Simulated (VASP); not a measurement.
Au: single point with LDA

Au:

```xyz
1
Lattice="0.0000 1.9614 1.9614 1.9614 0.0000 1.9614 1.9614 1.9614 0.0000" Properties=species:S:1:pos:R:3 pbc="T T T"
Au    0.0000    0.0000    0.0000
```

```json
{
 "Program": "VASP 6.6.1",
 "Task": "single point",
 "Functional": "LDA",
 "Potentials or basis": "VASP PAW LDA potentials, release 64 (Au)",
 "Cutoff": "520 eV",
 "k mesh": "17 × 17 × 17",
 "Occupations": "methfessel-paxton, width 0.005 eV",
 "Spin": "no spin polarisation"
}
```

| Property | Result |
| --- | --- |
| Pressure | 24.3 GPa |

Levels at points of the mesh, in eV from the Fermi level:
| k point | band 3 | band 4 | band 5 | band 6 | band 7 | band 8 | band 9 | band 10 |
| --- | --- | --- | --- | --- | --- | --- | --- | --- |
| (0.00, 0.00, 0.00) | -5.51 | -5.51 | -3.61 | -3.61 | 14.15 | 18.82 | 18.82 | 18.82 |

Run time: 14 s on 1 thread of Intel(R) Xeon(R) Platinum 8488C (Sapphire Rapids), with other jobs on the host, peak memory 0.15 GiB.

Caveat: spin-orbit coupling is left out, which moves the levels of the heavy elements.
